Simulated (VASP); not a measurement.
# MgO (P6_3/mmc) in VASP: further runs, part 2 of 2

VASP 6.6.1.

**4. Single point, PBE**

This run uses another cell than the first one, of the same volume but with other edges.

Contents of INCAR:

```
SYSTEM = MgO
ALGO     = Normal         ! electronic algorithm
EDIFF    = 1E-6           ! SCF threshold, eV
ENCUT    = 520            ! plane-wave cutoff, eV
GGA      = PE             ! functional
ISIF     = 2              ! what is computed and relaxed
ISMEAR   = 0              ! smearing method
LASPH    = .TRUE.         ! aspherical terms in the spheres
LCHARG   = .FALSE.        ! write CHGCAR
LREAL    = .FALSE.        ! projectors in reciprocal space
LWAVE    = .FALSE.        ! write WAVECAR
NBANDS   = 16             ! bands
NELM     = 80             ! most SCF steps
PREC     = Accurate       ! precision mode
SIGMA    = 0.05           ! smearing width, eV
```

Contents of KPOINTS:

```
k-points
0
G
  9 9 6
  0 0 0
```

Contents of POSCAR:

```
MgO
1.0
    3.6270000000      0.0000000000      0.0000000000
   -1.8135000000      3.1410741395      0.0000000000
    0.0000000000      0.0000000000      4.1546000000
Mg O
2 2
Direct
    0.6666666667      0.3333333333      0.7500000000
    0.3333333333      0.6666666667      0.2500000000
    0.6666666667      0.3333333333      0.2500000000
    0.3333333333      0.6666666667      0.7500000000
```

Potentials or basis: VASP PAW PBE potentials, release 64 (Mg, O).

Command:

```sh
> cat potpaw_PBE.64/Mg/POTCAR potpaw_PBE.64/O/POTCAR > POTCAR
> mpirun -np 1 vasp_std > vasp.out
```

OUTCAR:

```text
SYSTEM = MgO
   EDIFF = 1E-6
   ENCUT = 520
   GGA = PE
   ISIF = 2
   ISMEAR = 0
   LASPH = .TRUE.
   LREAL = .FALSE.
   NELM = 80
   PREC = Accurate

 ion  position               nearest neighbor table
   1  0.667  0.333  0.750-   3 2.08   3 2.08   4 2.09   4 2.09   4 2.09   2 2.95   2 2.95   2 2.95
                             2 2.95   2 2.95   2 2.95
   2  0.333  0.667  0.250-   4 2.08   4 2.08   3 2.09   3 2.09   3 2.09   1 2.95   1 2.95   1 2.95
                             1 2.95   1 2.95   1 2.95
   3  0.667  0.333  0.250-   1 2.08   1 2.08   2 2.09   2 2.09   2 2.09
   4  0.333  0.667  0.750-   2 2.08   2 2.08   1 2.09   1 2.09   1 2.09

  LATTYP: Found a hexagonal cell.
 ALAT       =     3.6270000000
 C/A-ratio  =     1.1454645713

  Lattice vectors:

 A1 = (   3.6270000000,   0.0000000000,   0.0000000000)
 A2 = (  -1.8135000000,   3.1410741395,   0.0000000000)
 A3 = (   0.0000000000,   0.0000000000,   4.1546000000)

Analysis of symmetry for initial positions (statically):
=====================================================================
 Subroutine PRICEL returns:
 Original cell was already a primitive cell.

 Routine SETGRP: Setting up the symmetry group for a
 hexagonal supercell.

 Subroutine GETGRP returns: Found 24 space group operations
 (whereof 12 operations were pure point group operations)
 out of a pool of 24 trial point group operations.

The static configuration has the point symmetry D_3d.
 The point group associated with its full space group is D_6h.

Analysis of symmetry for dynamics (positions and initial velocities):
=====================================================================
 Subroutine PRICEL returns:
 Original cell was already a primitive cell.

 Routine SETGRP: Setting up the symmetry group for a
 hexagonal supercell.

 Subroutine GETGRP returns: Found 24 space group operations
 (whereof 12 operations were pure point group operations)
 out of a pool of 24 trial point group operations.

[... 121 lines left out ...]
   EFERMI_NEDOS =   21; number of points for ismear=-14 and -15
   IALGO  =     38    algorithm
   IMIX   =      4    mixing-type and parameters
     AMIX     =   0.40;   BMIX     =  1.00
     AMIX_MAG =   1.60;   BMIX_MAG =  1.00
  volume/ion in A,a.u.               =      11.83        79.85
  Fermi-wavevector in a.u.,A,eV,Ry     =   1.140416  2.155073 17.695028  1.300548
  Thomas-Fermi vector in A             =   2.277118
   LORBIT       =      0    0 simple, 1 ext, 2 COOP (PROOUT), +10 PAW based schemes
   GGA     = PE    functional components
   LHFCALC =     F    Hartree Fock is set to
   AEXX    =    0.0000 exact exchange contribution
   IVDW    =     0    specifies the selected vdW correction
   LEPSILON=     F    determine dielectric tensor
   LRPA    =     F    only Hartree local field effects (RPA)
 non-spin polarized calculation
 Gauss-broadening in eV      SIGMA  =   0.05
  energy-cutoff  :      520.00
  volume of cell :       47.33
 maximum number of plane-waves:      1296
 NGX is ok and might be reduce to    28

 number of electron      16.0000008 magnetization

 Free energy of the ion-electron system (eV)
  ---------------------------------------------------
  ext. energy  EPLUGINS =         0.00000000
  ---------------------------------------------------
  free energy    TOTEN  =       -23.61658122 eV

  energy without entropy =      -23.61658122  energy(sigma->0) =      -23.61658122

 E-fermi :   1.7152     XC(G=0):  -9.7376

 val. band max:        1.4490542399   @ k =   0.0000   0.0000   0.0000
 cond. band min:       4.5965242309   @ k =   0.0000   0.0000   0.0000
 fundamental gap:      3.1474699909
 Fermi energy:         1.7151734006

 k-point     1 :       0.0000    0.0000    0.0000
  band No.  band energies     occupation
      1     -15.1136      2.00000
      2     -13.8331      2.00000
      3      -1.7804      2.00000
      4      -0.1394      2.00000
      5      -0.1394      2.00000
      6       0.8619      2.00000
[... 433 lines left out ...]
      3      -1.7217      2.00000
      4      -1.1194      2.00000
      5      -1.1194      2.00000
      6       0.4644      2.00000
[... 8 lines left out ...]
     15      15.5085      0.00000
     16      17.2297      0.00000

 [... further k-points ...]
[... 5 lines left out ...]
  --------------------------------------------------------------------------------------
  -------------------------------------------------------------------------------------
  Total       -1.8848961     -1.8848961     -0.0173139      0.0000000      0.0000000      0.0000000
  in kB      -63.8032842    -63.8032842     -0.5860719      0.0000000      0.0000000      0.0000000
  external PRESSURE =     -42.7308801 kB  Pullay stress =       0.0000000 kB

 VOLUME and BASIS-vectors are now :
 -----------------------------------------------------------------------------
  energy-cutoff  :      520.00
  volume of cell :       47.33
      direct lattice vectors                 reciprocal lattice vectors
     3.627000000  0.000000000  0.000000000     0.275709953  0.159181216  0.000000000
    -1.813500000  3.141074140  0.000000000     0.000000000  0.318362431  0.000000000
     0.000000000  0.000000000  4.154600000     0.000000000  0.000000000  0.240697059

 POSITION                                       TOTAL-FORCE (eV/Angst)
 -----------------------------------------------------------------------------------
      1.81350      1.04702      3.11595         0.000000     -0.000000      0.000000
     -0.00000      2.09405      1.03865        -0.000000      0.000000      0.000000
      1.81350      1.04702      1.03865        -0.000000      0.000000      0.000000
     -0.00000      2.09405      3.11595        -0.000000     -0.000000      0.000000
 -----------------------------------------------------------------------------------
    total drift:                                0.000000     -0.000000      0.000000

  FREE ENERGIE OF THE ION-ELECTRON SYSTEM (eV)
  ---------------------------------------------------
  free  energy   TOTEN  =       -23.6165812209 eV

  energy  without entropy=      -23.6165812209  energy(sigma->0) =      -23.61658122
```

OSZICAR:

```text
N       E                     dE             d eps       ncg     rms          rms(c)
DAV:   1     0.627047505839E+02    0.62705E+02   -0.74735E+03  1544   0.883E+02
DAV:   2    -0.234045335915E+02   -0.86109E+02   -0.77543E+02  2160   0.191E+02
DAV:   3    -0.275956435617E+02   -0.41911E+01   -0.41777E+01  1752   0.445E+01
DAV:   4    -0.276134465980E+02   -0.17803E-01   -0.17802E-01  1912   0.339E+00
DAV:   5    -0.276135386612E+02   -0.92063E-04   -0.92063E-04  1768   0.237E-01    0.111E+01
DAV:   6    -0.237011226965E+02    0.39124E+01   -0.10736E+01  1672   0.249E+01    0.374E+00
DAV:   7    -0.236387108925E+02    0.62412E-01   -0.16574E-01  1536   0.332E+00    0.215E+00
DAV:   8    -0.236188549754E+02    0.19856E-01   -0.11306E-01  1624   0.351E+00    0.575E-01
DAV:   9    -0.236155679790E+02    0.32870E-02   -0.11128E-02  1880   0.928E-01    0.133E-01
DAV:  10    -0.236165551907E+02   -0.98721E-03   -0.10263E-03  1552   0.261E-01    0.400E-02
DAV:  11    -0.236165821090E+02   -0.26918E-04   -0.42616E-05  1704   0.516E-02    0.249E-02
DAV:  12    -0.236165830666E+02   -0.95756E-06   -0.10973E-05  1584   0.238E-02    0.111E-02
DAV:  13    -0.236165812239E+02    0.18427E-05   -0.69455E-06  1824   0.206E-02    0.133E-03
DAV:  14    -0.236165812209E+02    0.29665E-08   -0.14879E-07   824   0.331E-03
   1 F= -.23616581E+02 E0= -.23616581E+02  d E =-.289180E-16
```

Run time: 26 s. Hardware: 1 thread of AMD EPYC 9R45 (Zen 5), shared host; peak memory 0.14 GiB.

Results:

| Property | Result |
| --- | --- |
| Free energy | -23.6166 eV |
| Pressure | -4.3 GPa |
| Band gap on the k mesh | 3.15 eV, direct |

Stress tensor (GPa, compression positive):
```
-6.38  0.00  0.00
 0.00 -6.38  0.00
 0.00  0.00 -0.06
```

**5. The runs side by side**

```csv
cell,gap on the mesh (eV),pressure (GPa)
"a = 3.557, b = 3.556, c = 4.324 Å, angles 90.0, 90.0, 120.0°, 4 atoms",3.04,-5.1
"a = 3.662, b = 3.662, c = 4.027 Å, angles 90.0, 90.0, 120.0°, 4 atoms",3.27,-1.3
"a = 3.627, b = 3.627, c = 4.155 Å, angles 90.0, 90.0, 120.0°, 4 atoms",3.15,-4.3
```

Alike in all rows: task single point; level PBE; potentials or basis VASP PAW PBE potentials, release 64 (Mg, O); no spin polarisation; k mesh 9 × 9 × 6; cutoff (eV) 520; smearing gaussian 0.05 eV.

Total energies depend on the potentials used, so only differences within one code and one set of settings carry meaning.
